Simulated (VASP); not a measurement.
# NbSn (L11 type) (R-3m) in VASP: single point with PBE

Aim: the single point of NbSn (L11 type) with PBE.

Program: VASP 6.6.1. These are calculated values, not measurements. Logs are shortened: lines on timing, memory, paths and dates and some standing lists are left out, and cuts for length are marked.

### 1 The cell of the first run

It takes space group R-3m (No. 166, trigonal). The conventional cell has a = 3.145 Å, b = 3.145 Å, c = 14.274 Å, α = 90.00°, β = 90.00°, γ = 120.00°. Within 3.9 Å of Nb (site symmetry -3m) lie 6 Sn at 2.99 Å and 6 Nb at 3.15 Å. Sn (site symmetry -3m) has 6 Nb at 2.99 Å and 6 Sn at 3.15 Å within 3.9 Å.

### 2 Single point, PBE

INCAR reads:

```
ALGO = Normal
EDIFF = 1E-6
ENCUT = 520
GGA = PE
ISIF = 2
ISMEAR = -1
LASPH = T
LCHARG = F
LREAL = F
LWAVE = F
NBANDS = 20
NELM = 100
PREC = Accurate
SIGMA = 0.03
```

KPOINTS reads:

```
k-points
0
Gamma
  16 16 16
```

POSCAR reads:

```
NbSn
1.0
    1.5725394942     -0.9079061003      4.7581416149
    0.0000000000      1.8158122006      4.7581416149
   -1.5725394942     -0.9079061003      4.7581416149
Nb Sn
1 1
Direct
    0.0000000000      0.0000000000      0.0000000000
    0.5000000000      0.5000000000      0.5000000000
```

Potentials or basis: VASP PAW PBE potentials, release 64 (Nb_sv, Sn_d).

Launch:

```sh
$ cat potpaw_PBE.64/Nb_sv/POTCAR potpaw_PBE.64/Sn_d/POTCAR > POTCAR
$ mpirun -np 1 vasp_std > vasp.out
```

OUTCAR:

```text
EDIFF = 1E-6
   ENCUT = 520
   GGA = PE
   ISIF = 2
   ISMEAR = -1
   LASPH = T
   LREAL = F
   NELM = 100
   PREC = Accurate

 ion  position               nearest neighbor table
   1  0.000  0.000  0.000-   2 2.99   2 2.99   2 2.99   2 2.99   2 2.99   2 2.99
   2  0.500  0.500  0.500-   1 2.99   1 2.99   1 2.99   1 2.99   1 2.99   1 2.99

  LATTYP: Found a trigonal (rhomboedric) cell.
 ALAT       =     5.0928465101
 COS(alpha) =     0.8093170141

  Lattice vectors:

 A1 = (   1.5725394942,  -0.9079061003,   4.7581416149)
 A2 = (   0.0000000000,   1.8158122006,   4.7581416149)
 A3 = (  -1.5725394942,  -0.9079061003,   4.7581416149)

Analysis of symmetry for initial positions (statically):
=====================================================================
 Subroutine PRICEL returns:
 Original cell was already a primitive cell.

 Routine SETGRP: Setting up the symmetry group for a
 trigonal (rhombohedral) supercell.

 Subroutine GETGRP returns: Found 12 space group operations
 (whereof 12 operations were pure point group operations)
 out of a pool of 12 trial point group operations.

The static configuration has the point symmetry D_3d.

Analysis of symmetry for dynamics (positions and initial velocities):
=====================================================================
 Subroutine PRICEL returns:
 Original cell was already a primitive cell.

 Routine SETGRP: Setting up the symmetry group for a
 trigonal (rhombohedral) supercell.

 Subroutine GETGRP returns: Found 12 space group operations
 (whereof 12 operations were pure point group operations)
 out of a pool of 12 trial point group operations.

The dynamic configuration has the point symmetry D_3d.

 Subroutine INISYM returns: Found 12 space group operations
 (whereof 12 operations are pure point group operations),
 and found     1 'primitive' translations

----------------------------------------------------------------------------------------

                                     Primitive cell

  volume of cell :      40.7597

  direct lattice vectors                    reciprocal lattice vectors
     1.572539494 -0.907906100  4.758141615     0.317957038 -0.183572582  0.070055362
     0.000000000  1.815812201  4.758141615     0.000000000  0.367145163  0.070055362
    -1.572539494 -0.907906100  4.758141615    -0.317957038 -0.183572582  0.070055362

  length of vectors
     5.092846510  5.092846510  5.092846510     0.373769079  0.373769079  0.373769079

  position of ions in fractional coordinates (direct lattice)
     0.000000000  0.000000000  0.000000000
     0.500000000  0.500000000  0.500000000

  ion indices of the primitive-cell ions
   primitive index   ion index
                 1           1
                 2           2

----------------------------------------------------------------------------------------

 KPOINTS: k-points

Automatic generation of k-mesh.
 Grid dimensions read from file:
 generate k-points for:   16   16   16

 Generating k-lattice:

  Cartesian coordinates                     Fractional coordinates (reciprocal lattice)
     0.019872315 -0.011473286  0.004378460     0.062500000 -0.000000000  0.000000000
     0.000000000  0.022946573  0.004378460    -0.000000000  0.062500000 -0.000000000
    -0.019872315 -0.011473286  0.004378460     0.000000000 -0.000000000  0.062500000

  Length of vectors
     0.023360567  0.023360567  0.023360567

  Shift w.r.t. Gamma in fractional coordinates (k-lattice)
     0.000000000  0.000000000  0.000000000

 Subroutine IBZKPT returns following result:
 ===========================================

 Found    417 irreducible k-points:

 Following reciprocal coordinates:
            Coordinates               Weight
  0.000000  0.000000  0.000000      1.000000
  0.062500  0.000000  0.000000      6.000000
  0.125000  0.000000  0.000000      6.000000
  0.187500  0.000000  0.000000      6.000000
  0.250000  0.000000  0.000000      6.000000
  0.312500  0.000000  0.000000      6.000000
[... 16 lines left out ...]
 -0.125000  0.062500 -0.000000     12.000000
 -0.062500  0.062500 -0.000000      6.000000
 [... further k-points ...]
   k-points           NKPTS =    417   k-points in BZ     NKDIM =    417   number of bands    NBANDS=     20
   number of dos      NEDOS =    301   number of ions     NIONS =      2
   total plane-waves  NPLWV =  64000
   dimension x,y,z NGX =    40 NGY =   40 NGZ =   40
   dimension x,y,z NGXF=    80 NGYF=   80 NGZF=   80
   ions per type =               1   1
   NGX,Y,Z   is equivalent  to a cutoff of  13.06, 13.06, 13.06 a.u.
   NGXF,Y,Z  is equivalent  to a cutoff of  26.11, 26.11, 26.11 a.u.
 SYSTEM =  unknown system
   PREC   = accura    normal or accurate (medium, high low for compatibility)
   ISTART =      0    job   : 0-new  1-cont  2-samecut
   ICHARG =      2    charge: 1-file 2-atom 10-const
   ISPIN  =      1    spin polarized calculation?
   LNONCOLLINEAR =      F non collinear calculations
   LSORBIT =      F    spin-orbit coupling
   LASPH  =      T    aspherical Exc in radial PAW
   ENCUT  =  520.0 eV  38.22 Ry    6.18 a.u.   9.47  9.47  9.47*2*pi/ulx,y,z
   NELM   =    100;   NELMIN=  2; NELMDL= -5     # of ELM steps
   EDIFF  = 0.1E-05   stopping-criterion for ELM
   LREAL  =      F    real-space projection
   EDIFFG = 0.1E-04   stopping-criterion for IOM
   NSW    =      0    number of steps for IOM
   IBRION =     -1    ionic relax: 0-MD 1-quasi-New 2-CG
   NFREE  =      0    steps in history (QN), initial steepest desc. (CG)
   ISIF   =      2    stress and relaxation
   ISYM   =      2    0-nonsym 1-usesym 2-fastsym
   POTIM  = 0.5000    time-step for ionic-motion
   TEBEG  =    0.0;   TEEND  =   0.0 temperature during run
   PSTRESS=    0.0 pullay stress
   NELECT =      27.0000    total number of electrons
   NUPDOWN=      -1.0000    fix difference up-down
   EMIN   =  10.00;   EMAX   =-10.00  energy-range for DOS
   EFERMI =   0.00;   METHOD = LEGACY
   ISMEAR =    -1;   SIGMA  =   0.03  broadening in eV -4-tet -1-fermi 0-gaus
   EFERMI_NEDOS =   21; number of points for ismear=-14 and -15
   IALGO  =     38    algorithm
   IMIX   =      4    mixing-type and parameters
     AMIX     =   0.40;   BMIX     =  1.00
     AMIX_MAG =   1.60;   BMIX_MAG =  1.00
  volume/ion in A,a.u.               =      20.38       137.53
  Fermi-wavevector in a.u.,A,eV,Ry     =   1.427093  2.696815 27.709563  2.036595
  Thomas-Fermi vector in A             =   2.547300
   LORBIT       =      0    0 simple, 1 ext, 2 COOP (PROOUT), +10 PAW based schemes
   GGA     = PE    functional components
   LHFCALC =     F    Hartree Fock is set to
   AEXX    =    0.0000 exact exchange contribution
   IVDW    =     0    specifies the selected vdW correction
   LEPSILON=     F    determine dielectric tensor
   LRPA    =     F    only Hartree local field effects (RPA)
 non-spin polarized calculation
  energy-cutoff  :      520.00
  volume of cell :       40.76
 maximum number of plane-waves:      1116
 NGX is ok and might be reduce to    40
   NGX = 19   NGY = 19   NGZ = 19

 number of electron      27.0000003 magnetization

 Free energy of the ion-electron system (eV)
  ---------------------------------------------------
  ext. energy  EPLUGINS =         0.00000000
  ---------------------------------------------------
  free energy    TOTEN  =       -13.82726662 eV

  energy without entropy =      -13.82237391  energy(sigma->0) =      -13.82482026

 E-fermi :  11.0315     XC(G=0): -11.8296

 val. band max:       11.0308291472   @ k =   0.2500   0.1875   0.1875
 cond. band min:      11.0334764514   @ k =  -0.3750   0.1250   0.0625
 fundamental gap:      0.0026473041
 Fermi energy:        11.0314600530

 k-point     1 :       0.0000    0.0000    0.0000
  band No.  band energies     occupation
      1     -44.0406      2.00000
      2     -20.2129      2.00000
      3     -19.7634      2.00000
      4     -19.7634      2.00000
      5     -10.6056      2.00000
      6     -10.6056      2.00000
[... 12 lines left out ...]
     19      19.1645      0.00000
     20      21.1250      0.00000

 k-point     2 :       0.0625    0.0000    0.0000
  band No.  band energies     occupation
      1     -44.0381      2.00000
      2     -20.2099      2.00000
      3     -19.7854      2.00000
      4     -19.7685      2.00000
      5     -10.6076      2.00000
      6     -10.5957      2.00000
[... 12 lines left out ...]
     19      19.0901      0.00000
     20      21.1049      0.00000

 k-point     3 :       0.1250    0.0000    0.0000
  band No.  band energies     occupation
      1     -44.0308      2.00000
      2     -20.2012      2.00000
      3     -19.8477      2.00000
      4     -19.7830      2.00000
      5     -10.6147      2.00000
      6     -10.5674      2.00000
[... 12 lines left out ...]
     19      18.8904      0.00000
     20      20.8385      0.00000

 k-point     4 :       0.1875    0.0000    0.0000
  band No.  band energies     occupation
      1     -44.0200      2.00000
      2     -20.1882      2.00000
      3     -19.9400      2.00000
      4     -19.8047      2.00000
      5     -10.6277      2.00000
      6     -10.5248      2.00000
[... 12 lines left out ...]
     19      18.6188      0.00000
     20      20.2907      0.00000

 k-point     5 :       0.2500    0.0000    0.0000
  band No.  band energies     occupation
      1     -44.0071      2.00000
      2     -20.1728      2.00000
      3     -20.0472      2.00000
      4     -19.8302      2.00000
      5     -10.6449      2.00000
      6     -10.4742      2.00000
[... 12 lines left out ...]
     19      18.3303      0.00000
     20      19.6688      0.00000
[... 353 lines left out ...]
      6     -10.4587      2.00000
[... 12 lines left out ...]
     19      17.3680      0.00000
     20      20.2606      0.00000

 k-point    22 :      -0.1875    0.0625   -0.0000
  band No.  band energies     occupation
      1     -44.0123      2.00000
      2     -20.1786      2.00000
      3     -19.9999      2.00000
      4     -19.8246      2.00000
      5     -10.6300      2.00000
      6     -10.5066      2.00000
[... 12 lines left out ...]
     19      17.7180      0.00000
     20      20.8150      0.00000

 k-point    23 :      -0.1250    0.0625   -0.0000
  band No.  band energies     occupation
      1     -44.0241      2.00000
      2     -20.1929      2.00000
      3     -19.9025      2.00000
      4     -19.7987      2.00000
      5     -10.6173      2.00000
      6     -10.5484      2.00000
[... 12 lines left out ...]
     19      18.1622      0.00000
     20      21.1293      0.00000

 k-point    24 :      -0.0625    0.0625   -0.0000
  band No.  band energies     occupation
      1     -44.0332      2.00000
      2     -20.2039      2.00000
      3     -19.8270      2.00000
      4     -19.7789      2.00000
      5     -10.6104      2.00000
      6     -10.5788      2.00000
[... 12 lines left out ...]
     19      18.6919      0.00000
     20      21.1299      0.00000

 [... further k-points ...]

------------------------ aborting loop because EDIFF is reached ----------------------------------------

  FORCE on cell =-STRESS in cart. coord.  units (eV):
  Direction    XX          YY          ZZ          XY          YZ          ZX
  --------------------------------------------------------------------------------------
  -------------------------------------------------------------------------------------
  Total       -0.0345773     -0.0345773     -0.0480052      0.0000000     -0.0000000     -0.0000000
  in kB       -1.3591594     -1.3591594     -1.8869828      0.0000000     -0.0000000     -0.0000000
  external PRESSURE =      -1.5351005 kB  Pullay stress =       0.0000000 kB

 VOLUME and BASIS-vectors are now :
 -----------------------------------------------------------------------------
  energy-cutoff  :      520.00
  volume of cell :       40.76
      direct lattice vectors                 reciprocal lattice vectors
     1.572539494 -0.907906100  4.758141615     0.317957038 -0.183572582  0.070055362
     0.000000000  1.815812201  4.758141615     0.000000000  0.367145163  0.070055362
    -1.572539494 -0.907906100  4.758141615    -0.317957038 -0.183572582  0.070055362

 POSITION                                       TOTAL-FORCE (eV/Angst)
 -----------------------------------------------------------------------------------
      0.00000      0.00000      0.00000         0.000000      0.000000     -0.000000
      0.00000      0.00000      7.13721         0.000000     -0.000000      0.000000
 -----------------------------------------------------------------------------------
    total drift:                               -0.000000      0.000000     -0.000000

  FREE ENERGIE OF THE ION-ELECTRON SYSTEM (eV)
  ---------------------------------------------------
  free  energy   TOTEN  =       -13.8272666230 eV

  energy  without entropy=      -13.8223739052  energy(sigma->0) =      -13.82482026
```

Wall time 8.8 min (1 thread of Intel Xeon Platinum 8488C (Sapphire Rapids), shared host); peak memory 0.5 GiB.

What came out:

- Free energy: -13.8273 eV
- Pressure: -0.2 GPa
- Band gap on the k mesh: zero (an odd number of electrons rules out a gap without spin polarisation)

Levels at points of the mesh, in eV from the Fermi level:
```csv
k point,band 10,band 11,band 12,band 13,band 14,band 15,band 16,band 17
"(0.00, 0.00, 0.00)",-11.31,-3.23,-2.77,0.17,0.17,1.83,1.83,3.97
"(0.50, 0.00, 0.00)",-6.09,-5.64,-3.72,-1.87,0.10,2.75,3.41,3.69
"(0.50, 0.50, 0.00)",-6.98,-4.50,-2.67,-0.80,-0.53,1.14,2.56,3.70
"(0.50, 0.50, 0.50)",-10.49,-6.20,-1.75,0.02,0.02,1.70,1.70,7.38
```

Caveat: spin-orbit coupling is left out, which moves the levels of the heavy elements.
